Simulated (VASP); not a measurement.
**TiO2: single point with PBE+D3(BJ)**

The system is TiO2.

```
CELL_PARAMETERS angstrom
2.96402 -0.00007 0.00011
0.00009 4.69238 -0.00558
1.48171 0.23314 7.09865
ATOMIC_POSITIONS crystal
Ti 0.00350 0.00038 0.00070
Ti 0.34501 0.48190 0.31807
Ti 0.66232 0.51885 0.68333
O 0.44003 0.18745 0.12797
O 0.77808 0.29500 0.45188
O 0.10188 0.30666 0.80430
O 0.90547 0.69409 0.19711
O 0.22926 0.70575 0.54953
O 0.56730 0.81330 0.87344
```

| Property | Result |
| --- | --- |
| Program | VASP 6.6.1 |
| Task | single point |
| Functional | PBE |
| Dispersion | D3(BJ) |
| Potentials or basis | VASP PAW PBE potentials, release 64 (Ti_sv, O) |
| Cutoff | 520 eV |
| k mesh | 9 × 6 × 4 |
| Occupations | fermi-dirac, width 0.05 eV |
| Spin | no spin polarisation |

- Pressure: 0.7 GPa
- Largest force: 0.065 eV/Å
- Band gap on the k mesh: 2.24 eV (least direct gap 2.29 eV)
- Dispersion energy per atom: -0.233 eV

Forces on the atoms (eV/Å):
```
Ti   0.000  0.000  0.000
Ti   0.000  0.000 -0.030
Ti   0.000  0.000  0.030
O    0.000  0.011  0.007
O    0.000 -0.064  0.007
O    0.000 -0.020  0.015
O    0.000  0.020 -0.015
O    0.000  0.064 -0.007
O    0.000 -0.011 -0.007
```

Stress tensor (GPa, compression positive):
```
0.82 0.00 0.00
0.00 0.47 0.00
0.00 0.00 0.70
```

Levels at points of the mesh, in eV from the valence-band top:
| k point | band 32 | band 33 | band 34 | band 35 | band 36 | band 37 | band 38 | band 39 | band 40 | band 41 |
| --- | --- | --- | --- | --- | --- | --- | --- | --- | --- | --- |
| (0.00, 0.00, 0.00) | -0.92 | -0.46 | -0.37 | -0.28 | -0.05 | 2.24 | 2.64 | 2.77 | 2.87 | 3.10 |
| (0.00, 0.50, 0.00) | -1.13 | -1.12 | -0.94 | -0.86 | -0.78 | 2.33 | 2.64 | 2.75 | 2.96 | 3.06 |
| (0.00, 0.00, 0.50) | -1.16 | -0.90 | -0.85 | -0.28 | -0.16 | 2.37 | 2.63 | 2.79 | 2.94 | 2.97 |
| (0.00, 0.50, 0.50) | -1.29 | -0.91 | -0.75 | -0.71 | -0.29 | 2.31 | 2.53 | 2.65 | 2.83 | 3.12 |

Run time: 7.6 min on 1 thread of Intel(R) Xeon(R) Platinum 8259CL CPU @ 2.50GHz (Skylake/Cascade Lake) (shared host), peak memory 0.47 GiB.

A k mesh can miss the band edges.
